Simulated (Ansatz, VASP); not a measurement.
One calculation of BeTe, two programs

```
CELL_PARAMETERS angstrom
0.00000 2.83146 2.83146
2.83146 0.00000 2.83146
2.83146 2.83146 0.00000
ATOMIC_POSITIONS crystal
Be 0.00000 0.00000 0.00000
Te 0.25000 0.25000 0.25000
```

Alike in both runs: task single point; functional LDA; k mesh 6 × 6 × 6; occupations gaussian, width 0.1 eV; no spin polarisation.

|  | VASP | Ansatz |
| --- | --- | --- |
| version | VASP 6.6.1 | Ansatz 0.2.0 |
| potentials or method | VASP PAW LDA potentials, release 64 (Be, Te), cutoff 600 eV | scalar-relativistic, plane waves, PAW |
| valence electrons in the cell | 8 | 18 |

```tsv
	VASP	Ansatz	Ansatz less VASP
gap on the k mesh at the Fermi level (eV)	1.91	1.92	+0.017
least direct gap on the mesh (eV)	3.60	3.57	-0.025
pressure (GPa)	-3.0	-3.3	-0.22
```

LDA's correlation is that of Perdew and Zunger in VASP and of Perdew and Wang (1992) in Ansatz. VASP's potentials hold 8 valence electrons a cell and Ansatz's 18, so a difference there can come from the potentials and not from the codes.

Spin-orbit coupling is off throughout.
